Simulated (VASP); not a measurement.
Crystal: KBr.

```
CELL_PARAMETERS angstrom
0.00000 3.30000 3.30000
3.30000 0.00000 3.30000
3.30000 3.30000 0.00000
ATOMIC_POSITIONS crystal
Br 0.50000 0.50000 0.50000
K 0.00000 0.00000 0.00000
```

Base run:

| Property | Result |
| --- | --- |
| Program | VASP 6.6.1 |
| Functional | PBE |
| Potentials or basis | VASP PAW PBE potentials, release 64 (Br, K_sv) |
| Cutoff | 520 eV |
| k mesh | 6 × 6 × 6 |
| Occupations | fermi-dirac, width 0.05 eV |
| Spin | no spin polarisation |

Its results: band gap on the k mesh 4.43 eV; pressure 0.8 GPa.

Problem. The run is repeated on the same cell with these changes: functional from PBE to r2SCAN50; k mesh from 6 × 6 × 6 to 4 × 4 × 4. What comes out?

Solution. Band gap on the k mesh 8.27 eV; pressure -0.2 GPa.

Several settings changed at once.

Caveats: the PAW data sets were made with another functional, which shifts forces and pressure a little (at least some runs).

